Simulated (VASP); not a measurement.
Here is a VASP 6.6.1 calculation.

The input INCAR:

```
SYSTEM = Ce
PREC     = Accurate       ! precision mode
ENCUT    = 520            ! plane-wave cutoff, eV
EDIFF    = 1E-6           ! SCF threshold, eV
ISMEAR   = -1             ! smearing method
SIGMA    = 0.1            ! smearing width, eV
LREAL    = .False.        ! projectors in reciprocal space
LASPH    = .True.         ! aspherical terms in the spheres
NELM     = 100            ! most SCF steps
ALGO     = Normal         ! electronic algorithm
ISIF     = 2              ! what is computed and relaxed
LWAVE    = .False.        ! write WAVECAR
LCHARG   = .False.        ! write CHGCAR
NBANDS   = 12             ! bands
```

Contents of KPOINTS:

```
regular mesh
0
Gamma
  16 16 16
  0 0 0
```

File POSCAR:

```
Ce
1.0
    0.0000000000      2.3237853083      2.3237853083
    2.3237853083      0.0000000000      2.3237853083
    2.3237853083      2.3237853083      0.0000000000
Ce
1
Direct
    0.0000000000      0.0000000000      0.0000000000
```

Potentials or basis: VASP PAW LDA potentials, release 64 (Ce).

Run with:

```sh
$ cat potpaw_LDA.64/Ce/POTCAR > POTCAR
$ mpirun -np 1 vasp_std > vasp.out
```

Task: Estimate the band gap on the k mesh.

Result: Zero (bands 6 and 7 overlap by 0.41 eV).

Task: Estimate the pressure.

Result: -4.0 GPa.

Caveat: the cell stands under tension; spin-orbit coupling is left out, which moves the levels of the heavy elements; semilocal functionals describe open f shells poorly, which spoils levels, moments and volumes. Spin polarisation is off, so any magnetic state and its effect on volume and gap are missing.
